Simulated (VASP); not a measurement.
CoSi3, 4 atoms in the cell. It takes space group Fm-3m (No. 225, cubic). Conventional cell: a = 5.897 Å, b = 5.897 Å, c = 5.897 Å, α = 90.00°, β = 90.00°, γ = 90.00°. Within 3.4 Å of Si (site symmetry -43m) lie 10 Si at 2.55 to 2.95 Å and 4 Co at 2.55 Å. Si (site symmetry m-3m) has 8 Si at 2.55 Å and 6 Co at 2.95 Å within 3.4 Å. Co (site symmetry m-3m) has 14 Si at 2.55 to 2.95 Å within 3.4 Å. 

```yaml
Program: VASP 6.6.1
Task: single point
Functional: PBE
Potentials_or_basis: VASP PAW PBE potentials, release 64 (Si, Co)
Cutoff: 520 eV
k_mesh: 12 × 12 × 12
Occupations: gaussian, width 0.1 eV
Spin: collinear spin, ferromagnetic start
Starting_moments: "[0.05, 0.05, 0.08, 1.01] μB"
Fixed_moment: 1.12 μB
Dipole_correction: no
Further_INCAR_settings: ALGO = Normal; EDIFF = 1e-06; NBANDS = 22
```

Potentials or basis: VASP PAW PBE potentials, release 64 (Si, Co).

Run with:

```sh
$ cat potpaw_PBE.64/Si/POTCAR potpaw_PBE.64/Co/POTCAR > POTCAR
$ mpirun -np 1 vasp_std > vasp.out
```

Hardware: 1 thread of Intel(R) Xeon(R) Platinum 8488C (Sapphire Rapids), with other jobs on the host.

Question: How long does it take, and how much memory?

Answer: Run time: 2.1 min on 1 thread of Intel(R) Xeon(R) Platinum 8488C (Sapphire Rapids) (shared host), peak memory 0.28 GiB. Counts: scf iterations 17, k points 72.
